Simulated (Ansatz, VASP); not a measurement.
## SnSe2: VASP beside Ansatz

File INCAR:

```
  ALGO = Normal
  EDIFF = 1E-6
  EDIFFG = -0.01
  ENCUT = 600
  GGA = RP
  IBRION = 2
  ISIF = 3
  ISMEAR = -1
  IVDW = 13
  LASPH = True
  LCHARG = False
  LREAL = False
  LWAVE = False
  NELM = 80
  NSW = 60
  PREC = Accurate
  SIGMA = 0.05
```

Contents of KPOINTS:

```
k-points
0
Gamma
  8 8 5
```

POSCAR

```
SnSe2
1.0
    3.8110000000      0.0000000000      0.0000000000
   -1.9055000000      3.3004228138      0.0000000000
    0.0000000000      0.0000000000      6.1360000000
Sn Se
1 2
Direct
    0.0000000000      0.0000000000      0.0000000000
    0.6666666667      0.3333333333      0.7510000000
    0.3333333333      0.6666666667      0.2490000000
```

input.yaml

```yaml
crystal:
  lattice:
    - [3.811, 0.0, 0.0]
    - [-1.9055, 3.3004228138, 0.0]
    - [0.0, 0.0, 6.136]
  atoms:
    - { symbol: Sn, position: [0.0, 0.0, 0.0] }
    - { symbol: Se, position: [0.6666666667, 0.3333333333, 0.751] }
    - { symbol: Se, position: [0.3333333333, 0.6666666667, 0.249] }
hamiltonian:
  xc: rpbe
  pseudopotentials: { kind: paw }
  dispersion: d4
kpoints:
  mp_grid: { grid: [8, 8, 5] }
scf:
  occupations: { method: fermi_dirac, width: 0.05 }
output:
  forces: true
  stress: true
relax:
  f_tol: 0.01
  max_steps: 40
  cell: { stress_tol: 0.05 }
```

Alike in both runs: task relaxation of cell and atoms; functional RPBE; dispersion D4; k mesh 8 × 8 × 5; occupations fermi-dirac, width 0.05 eV; no spin polarisation.

|  | VASP | Ansatz |
| --- | --- | --- |
| version | VASP 6.6.1 | Ansatz 0.2.0 |
| potentials or method | VASP PAW PBE potentials, release 64 (Sn_d, Se) | Ansatz PAW |
| plane-wave cutoff (eV) | 600 | 420 |
| valence electrons in the cell | 26 | 46 |

```csv
,VASP,Ansatz,Ansatz less VASP
relaxed volume (Å³/atom),24.73,24.72,-0.009
relaxed cell length with the largest relative difference (Å),5.868,5.876,+0.0080
```

VASP's potentials were made for PBE, not for RPBE. VASP's potentials hold 26 valence electrons a cell and Ansatz's 46, so a difference there can come from the potentials and not from the codes.

Noted on Ansatz's run: the plane-wave basis is chosen anew once the cell has moved, so the energies of steps on either side of that aren't comparable.
